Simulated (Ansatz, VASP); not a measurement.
# One calculation of Mg, two programs

```
Mg
1.0
     5.14296    0.00000    0.00000
    -2.57148    4.45394    0.00000
     0.00000    0.00000    3.13626
Mg
3
Direct
  0.00000 0.00000 0.00000
  0.33333 0.66667 0.50000
  0.66667 0.33333 0.50000
```

Alike in both runs: functional BLYP; k mesh 7 × 7 × 10; occupations fermi-dirac, width 0.1 eV; no spin polarisation.

Ansatz relaxed the structure, and its values are those at the end. VASP's run is a single point on that final structure, the one shown.

```csv
,VASP,Ansatz
version,VASP 6.6.1,Ansatz 0.2.0
potentials or method,"VASP PAW PBE potentials, release 64 (Mg), cutoff 520 eV","plane waves (420 eV) with PAW, scalar-relativistic"
valence electrons in the cell,6,30
```

|  | VASP | Ansatz | Ansatz less VASP |
| --- | --- | --- | --- |
| pressure (GPa) | 0.0 | 0.0 | +0.04 |

VASP's potentials were made for PBE, not for BLYP. VASP's potentials hold 6 valence electrons a cell and Ansatz's 30, so a difference there can come from the potentials and not from the codes.
